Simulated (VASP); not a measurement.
# Cu (Fm-3m) in VASP: a series of runs

The runs below take Cu through single point, relaxation of cell and atoms, with PBEsol-based screened hybrid, PBEsol-based global hybrid, PBE, PBEsol.

Program: VASP 6.6.1. These are calculated values, not measurements. Logs are shortened: lines on timing, memory, paths and dates and some standing lists are left out, and cuts for length are marked.

**1. The cell of the first run**

It takes space group Fm-3m (No. 225, cubic). The conventional cell has a = 3.591 Å, b = 3.591 Å, c = 3.591 Å, α = 90.00°, β = 90.00°, γ = 90.00°. Cu (site symmetry m-3m) has 12 Cu at 2.54 Å within 3.4 Å.

**2. Single point, PBEsol-based screened hybrid**

POSCAR reads:

```
Cu
1.0
    0.0000000000      1.7953687620      1.7953687620
    1.7953687620      0.0000000000      1.7953687620
    1.7953687620      1.7953687620      0.0000000000
Cu
1
Direct
    0.0000000000      0.0000000000      0.0000000000
```

INCAR.step1 reads:

```
PREC = Accurate ; ENCUT = 520
EDIFF = 1E-5 ; ISMEAR = -1
SIGMA = 0.05 ; LREAL = F
LASPH = T ; NELM = 60
ALGO = Normal ; ISIF = 2
LWAVE = T ; LCHARG = F
GGA = PE ; NBANDS = 12
```

INCAR.step2 reads:

```
PREC = Accurate ; ENCUT = 520
EDIFF = 1E-6 ; ISMEAR = -1
SIGMA = 0.05 ; LREAL = F
LASPH = T ; NELM = 60
ALGO = Normal ; ISIF = 2
LWAVE = F ; LCHARG = F
GGA = PS ; LHFCALC = T
AEXX = 0.25 ; HFSCREEN = 0.207
PRECFOCK = Normal ; ISTART = 1
NBANDS = 12
```

KPOINTS reads:

```
regular mesh
0
Gamma
  7 7 7
```

Potentials or basis: VASP PAW PBE potentials, release 64 (Cu).

On the command line:

```sh
cat potpaw_PBE.64/Cu/POTCAR > POTCAR
cp INCAR.step1 INCAR
mpirun -np 1 vasp_std > vasp.out
cp INCAR.step2 INCAR
mpirun -np 1 vasp_std > vasp.out
```

OUTCAR:

```text
PREC = Accurate
   ENCUT = 520
   EDIFF = 1E-6
   ISMEAR = -1
   LREAL = F
   LASPH = T
   NELM = 60
   ISIF = 2
   GGA = PS
   LHFCALC = T
   AEXX = 0.25
   HFSCREEN = 0.207
   PRECFOCK = Normal
   ISTART = 1

 ion  position               nearest neighbor table
   1  0.000  0.000  0.000-

  LATTYP: Found a face centered cubic cell.
 ALAT       =     3.5907375240

  Lattice vectors:

 A1 = (   0.0000000000,   1.7953687620,   1.7953687620)
 A2 = (   1.7953687620,   0.0000000000,   1.7953687620)
 A3 = (   1.7953687620,   1.7953687620,   0.0000000000)

Analysis of symmetry for initial positions (statically):
=====================================================================
 Subroutine PRICEL returns:
 Original cell was already a primitive cell.

 Routine SETGRP: Setting up the symmetry group for a
 face centered cubic supercell.

 Subroutine GETGRP returns: Found 48 space group operations
[... 9 lines left out ...]

 Routine SETGRP: Setting up the symmetry group for a
 face centered cubic supercell.

 Subroutine GETGRP returns: Found 48 space group operations
[... 11 lines left out ...]
                                     Primitive cell

  volume of cell :      11.5742

  direct lattice vectors                    reciprocal lattice vectors
     0.000000000  1.795368762  1.795368762    -0.278494319  0.278494319  0.278494319
     1.795368762  0.000000000  1.795368762     0.278494319 -0.278494319  0.278494319
     1.795368762  1.795368762  0.000000000     0.278494319  0.278494319 -0.278494319

  length of vectors
     2.539034853  2.539034853  2.539034853     0.482366309  0.482366309  0.482366309

  position of ions in fractional coordinates (direct lattice)
     0.000000000  0.000000000  0.000000000

  ion indices of the primitive-cell ions
   primitive index   ion index
                 1           1

----------------------------------------------------------------------------------------

 KPOINTS: regular mesh

Automatic generation of k-mesh.
 Grid dimensions read from file:
 generate k-points for:    7    7    7

 Generating k-lattice:

  Cartesian coordinates                     Fractional coordinates (reciprocal lattice)
    -0.039784903  0.039784903  0.039784903     0.142857143  0.000000000  0.000000000
     0.039784903 -0.039784903  0.039784903     0.000000000  0.142857143  0.000000000
     0.039784903  0.039784903 -0.039784903     0.000000000  0.000000000  0.142857143

  Length of vectors
[... 62 lines left out ...]
   NUPDOWN=      -1.0000    fix difference up-down
   EMIN   =  10.00;   EMAX   =-10.00  energy-range for DOS
   EFERMI =   0.00;   METHOD = LEGACY
   ISMEAR =    -1;   SIGMA  =   0.05  broadening in eV -4-tet -1-fermi 0-gaus
   EFERMI_NEDOS =   21; number of points for ismear=-14 and -15
   IALGO  =     38    algorithm
   IMIX   =      1    mixing-type and parameters
     AMIX     =   0.40;   BMIX     =  1.00
     AMIX_MAG =   1.60;   BMIX_MAG =  1.00
  volume/ion in A,a.u.               =      11.57        78.11
  Fermi-wavevector in a.u.,A,eV,Ry     =   1.609566  3.041638 35.248641  2.590702
  Thomas-Fermi vector in A             =   2.705255
   LORBIT       =      0    0 simple, 1 ext, 2 COOP (PROOUT), +10 PAW based schemes
   GGA     = PS    functional components
   LHFCALC =     T    Hartree Fock is set to
   PRECFOCK=normal    Normal, Fast or Accurate (Low or Medium for compatibility)
   ENCUT4O =  -1.0   cutoff for four orbital integrals eV
   NKREDX  =     1    reduce k-point grid by
   NKREDY  =     1    reduce k-point grid by
   NKREDZ  =     1    reduce k-point grid by
   AEXX    =    0.2500 exact exchange contribution
   HFSCREEN=    0.2070 screening length (either q_TF or 0.3 A-1)
   HFSCREENC=   0.2070 screening length for correlation (either q_TF or 0.3 A-1)
   ENCUTFOCK=  -1.0 apply spherical cutoff to Coloumb kernel
   IVDW    =     0    specifies the selected vdW correction
   LEPSILON=     F    determine dielectric tensor
   LRPA    =     F    only Hartree local field effects (RPA)
 non-spin polarized calculation
  energy-cutoff  :      520.00
  volume of cell :       11.57
 maximum number of plane-waves:       331
  NGX = 16; NGY = 16; NGZ = 16

 number of electron      11.0000009 magnetization

 Free energy of the ion-electron system (eV)
  ---------------------------------------------------
  ext. energy  EPLUGINS =         0.00000000
  ---------------------------------------------------
  free energy    TOTEN  =        -4.10949701 eV

  energy without entropy =       -4.10824559  energy(sigma->0) =       -4.10887130

 E-fermi :   7.7934     XC(G=0): -10.5364

 val. band max:        6.5551256877   @ k =   0.4286   0.2857   0.0000
 cond. band min:       7.8112406403   @ k =   0.4286   0.4286   0.0000
 fundamental gap:      1.2561149526
 Fermi energy:         7.7934034194

 k-point     1 :       0.0000    0.0000    0.0000
  band No.  band energies     occupation
      1      -3.0956      2.00000
      2       2.9251      2.00000
      3       2.9251      2.00000
      4       2.9251      2.00000
      5       3.7742      2.00000
      6       3.7742      2.00000
      7      31.4308      0.00000
      8      34.5437      0.00000
      9      34.5437      0.00000
     10      34.5437      0.00000
     11      37.2131      0.00000
     12      37.2131      0.00000
[... 271 lines left out ...]
 k-point    20 :      -0.2857    0.4286    0.1429
  band No.  band energies     occupation
      1       1.7585      2.00000
      2       2.1421      2.00000
      3       2.7710      2.00000
      4       3.8067      2.00000
      5       4.6152      2.00000
      6      13.3226      0.00000
      7      13.8663      0.00000
      8      16.9707      0.00000
      9      20.5272      0.00000
     10      33.5433      0.00000
     11      39.9509      0.00000
     12      40.4408      0.00000

------------------------ aborting loop because EDIFF is reached ----------------------------------------

  FORCE on cell =-STRESS in cart. coord.  units (eV):
  Direction    XX          YY          ZZ          XY          YZ          ZX
  --------------------------------------------------------------------------------------
  -------------------------------------------------------------------------------------
  Total       -0.1039434     -0.1039434     -0.1039434      0.0000000     -0.0000000      0.0000000
  in kB      -14.3885391    -14.3885391    -14.3885391      0.0000000     -0.0000000      0.0000000
  external PRESSURE =     -14.3885391 kB  Pullay stress =       0.0000000 kB

 VOLUME and BASIS-vectors are now :
 -----------------------------------------------------------------------------
  energy-cutoff  :      520.00
  volume of cell :       11.57
      direct lattice vectors                 reciprocal lattice vectors
     0.000000000  1.795368762  1.795368762    -0.278494319  0.278494319  0.278494319
     1.795368762  0.000000000  1.795368762     0.278494319 -0.278494319  0.278494319
     1.795368762  1.795368762  0.000000000     0.278494319  0.278494319 -0.278494319

 POSITION                                       TOTAL-FORCE (eV/Angst)
 -----------------------------------------------------------------------------------
      0.00000      0.00000      0.00000         0.000000     -0.000000      0.000000
 -----------------------------------------------------------------------------------
    total drift:                               -0.000000     -0.000000     -0.000000

  FREE ENERGIE OF THE ION-ELECTRON SYSTEM (eV)
  ---------------------------------------------------
  free  energy   TOTEN  =        -4.1094970064 eV

  energy  without entropy=       -4.1082455945  energy(sigma->0) =       -4.10887130
```

OUTCAR.step1:

```text
PREC = Accurate
   ENCUT = 520
   EDIFF = 1E-5
   ISMEAR = -1
   LREAL = F
[... 508 lines left out ...]

 POSITION                                       TOTAL-FORCE (eV/Angst)
 -----------------------------------------------------------------------------------
      0.00000      0.00000      0.00000         0.000000      0.000000      0.000000
 -----------------------------------------------------------------------------------
    total drift:                                0.000000     -0.000000      0.000000

  FREE ENERGIE OF THE ION-ELECTRON SYSTEM (eV)
  ---------------------------------------------------
  free  energy   TOTEN  =        -3.7619682726 eV

  energy  without entropy=       -3.7607743699  energy(sigma->0) =       -3.76137132
```

OSZICAR.step1:

```text
N       E                     dE             d eps       ncg     rms          rms(c)
DAV:   1     0.412306240482E+02    0.41231E+02   -0.54788E+03   544   0.151E+03
DAV:   2    -0.338695295497E+01   -0.44618E+02   -0.41365E+02   500   0.198E+02
DAV:   3    -0.465418017415E+01   -0.12672E+01   -0.12491E+01   548   0.385E+01
DAV:   4    -0.466291876501E+01   -0.87386E-02   -0.87368E-02   576   0.273E+00
DAV:   5    -0.466299191151E+01   -0.73147E-04   -0.73146E-04   564   0.267E-01    0.770E+00
DAV:   6    -0.413214930286E+01    0.53084E+00   -0.14310E+01   560   0.715E+01    0.382E+00
DAV:   7    -0.377445333763E+01    0.35770E+00   -0.21990E+00   576   0.282E+01    0.563E-01
DAV:   8    -0.376385843332E+01    0.10595E-01   -0.48776E-03   568   0.119E+00    0.329E-01
DAV:   9    -0.376196786070E+01    0.18906E-02   -0.11604E-02   588   0.188E+00    0.303E-02
DAV:  10    -0.376196827264E+01   -0.41194E-06   -0.41865E-05   600   0.109E-01
   1 F= -.37619683E+01 E0= -.37613713E+01  d E =-.119390E-02
```

It took 8.2 min on 1 thread of Intel Xeon Platinum 8559C (Emerald Rapids), shared host; peak memory 0.23 GiB.

What came out:

```
Free energy : -4.1095 eV
Pressure    : -1.4 GPa
```

Caveat: the k points lie up to 0.43 Å⁻¹ apart; the PAW data sets were made with another functional, which shifts forces and pressure a little.

**3. Single point, PBEsol-based global hybrid**

This run uses another cell than the first one, of 11.81 Å³/atom, 1.020 times its volume.

POSCAR reads:

```
Cu
1.0
    0.0000000000      1.8075000000      1.8075000000
    1.8075000000      0.0000000000      1.8075000000
    1.8075000000      1.8075000000      0.0000000000
Cu
1
Direct
    0.0000000000      0.0000000000      0.0000000000
```

INCAR.step1 reads:

```
SYSTEM = Cu
PREC = Accurate
ENCUT = 520
EDIFF = 1E-5
ISMEAR = -1
SIGMA = 0.05
LREAL = .False.
LASPH = .True.
NELM = 80
ALGO = Normal
ISIF = 2
LWAVE = .True.
LCHARG = .False.
GGA = PE
NBANDS = 12
```

INCAR.step2 reads:

```
SYSTEM = Cu
PREC = Accurate
ENCUT = 520
EDIFF = 1E-6
ISMEAR = -1
SIGMA = 0.05
LREAL = .False.
LASPH = .True.
NELM = 80
ALGO = Normal
ISIF = 2
LWAVE = .False.
LCHARG = .False.
GGA = PS
LHFCALC = .True.
AEXX = 0.25
PRECFOCK = Normal
ISTART = 1
NBANDS = 12
```

KPOINTS reads:

```
regular mesh
0
Gamma
  7 7 7
  0 0 0
```

Potentials or basis: VASP PAW PBE potentials, release 64 (Cu).

On the command line:

```sh
cat potpaw_PBE.64/Cu/POTCAR > POTCAR
cp INCAR.step1 INCAR
mpirun -np 1 vasp_std > vasp.out
cp INCAR.step2 INCAR
mpirun -np 1 vasp_std > vasp.out
```

Run time: 9.5 min. Hardware: 1 thread of Intel Xeon 6975P-C (Granite Rapids), shared host; peak memory 0.13 GiB.

The run converged. Its results:

```yaml
Free_energy: -4.3199 eV
Pressure: -4.6 GPa
```

Levels at points of the mesh, in eV from the Fermi level:
```tsv
k point	band 4	band 5	band 6	band 7	band 8	band 9
(0.00, 0.00, 0.00)	-5.27	-4.45	-4.45	23.79	26.76	26.76
```

Caveat: the k points lie up to 0.43 Å⁻¹ apart; the PAW data sets were made with another functional, which shifts forces and pressure a little.

**4. Single point, PBE**

This run uses another cell than the first one, of 11.94 Å³/atom, 1.032 times its volume.

INCAR reads:

```
PREC = Accurate
ENCUT = 520
EDIFF = 1E-6
ISMEAR = -1
SIGMA = 0.05
LREAL = F
LASPH = T
NELM = 60
ALGO = Normal
ISIF = 2
LWAVE = F
LCHARG = F
GGA = PE
NBANDS = 12
```

KPOINTS reads:

```
Automatic mesh
0
Gamma
  13 13 13
```

POSCAR reads:

```
Cu
1.0
    0.0000000000      1.8142088010      1.8142088010
    1.8142088010      0.0000000000      1.8142088010
    1.8142088010      1.8142088010      0.0000000000
Cu
1
Direct
    0.0000000000      0.0000000000      0.0000000000
```

On the command line:

```sh
cat potpaw_PBE.64/Cu/POTCAR > POTCAR
mpirun -np 1 vasp_std > vasp.out
```

Wall time 13 s (1 thread of AMD EPYC 9R45 (Zen 5), shared host); peak memory 0.09 GiB.

It converged, with:

* Free energy: -3.7297 eV
* Pressure: 0.6 GPa

Levels at points of the mesh, in eV from the Fermi level:
```csv
k point,band 3,band 4,band 5,band 6,band 7,band 8,band 9,band 10
"(0.00, 0.00, 0.00)",-3.17,-3.17,-2.37,-2.37,22.33,24.89,24.89,24.89
```

**5. Relaxation of cell and atoms, PBE**

This run uses another cell than the first one, of 11.81 Å³/atom, 1.020 times its volume.

INCAR reads:

```
SYSTEM = Cu
ALGO = Normal
EDIFF = 1E-6
EDIFFG = -0.005
ENCUT = 600
GGA = PE
IBRION = 2
ISIF = 3
ISMEAR = -1
LASPH = .True.
LCHARG = .False.
LREAL = .False.
LWAVE = .False.
NELM = 100
NSW = 80
PREC = Accurate
SIGMA = 0.05
```

KPOINTS reads:

```
k-points
0
Gamma
  13 13 13
  0 0 0
```

POSCAR reads:

```
Cu
1.0
    0.0000000000      1.8075000000      1.8075000000
    1.8075000000      0.0000000000      1.8075000000
    1.8075000000      1.8075000000      0.0000000000
Cu
1
Direct
    0.0000000000      0.0000000000      0.0000000000
```

On the command line:

```sh
cat potpaw_PBE.64/Cu/POTCAR > POTCAR
mpirun -np 1 vasp_std > vasp.out
```

Run time: 19 s. Hardware: 1 thread of AMD EPYC 9R45 (Zen 5), shared host; peak memory 0.1 GiB.

Results (log left out):

| Item | Value |
| --- | --- |
| Free energy | -3.7298 eV |
| Relaxed volume | 12.00 Å³/atom |
| Relaxed cell | a = 2.569 Å, b = 2.569 Å, c = 2.569 Å, α = 60.00°, β = 60.00°, γ = 60.00° |
| Space group after relaxing (to 0.05 Å) | Fm-3m (No. 225) |
| Energy gained by relaxing | 1.3 meV/atom |
| Ionic steps | 3 |
| Pressure after relaxing | 0.0 GPa |

Step by step:
```
step  energy change (eV)  largest force (eV/Å)  pressure (GPa)  volume (Å³)
   1              0.0000                0.0000            2.25        11.81
   2             -0.0009                0.0000           -1.17        12.10
   3             -0.0013                0.0000           -0.05        12.00
```

Final structure:
```cif
data_structure
_symmetry_space_group_name_H-M 'P 1'
_symmetry_Int_Tables_number 1
_cell_length_a 2.5694
_cell_length_b 2.5694
_cell_length_c 2.5694
_cell_angle_alpha 60.000
_cell_angle_beta 60.000
_cell_angle_gamma 60.000
_cell_volume 12.00
loop_
_atom_site_label
_atom_site_type_symbol
_atom_site_fract_x
_atom_site_fract_y
_atom_site_fract_z
_atom_site_occupancy
Cu1 Cu 0.00000 0.00000 0.00000 1
```

Levels at points of the mesh, in eV from the Fermi level:
| k point | band 2 | band 3 | band 4 | band 5 | band 6 | band 7 | band 8 | band 9 |
| --- | --- | --- | --- | --- | --- | --- | --- | --- |
| (0.00, 0.00, 0.00) | -3.16 | -3.16 | -3.16 | -2.36 | -2.36 | 22.30 | 24.82 | 24.82 |

PBE usually gives volumes a little too large and moduli too small. Zero-point motion and thermal expansion aren't in these numbers.

(Part 1 of 2 ends here.)
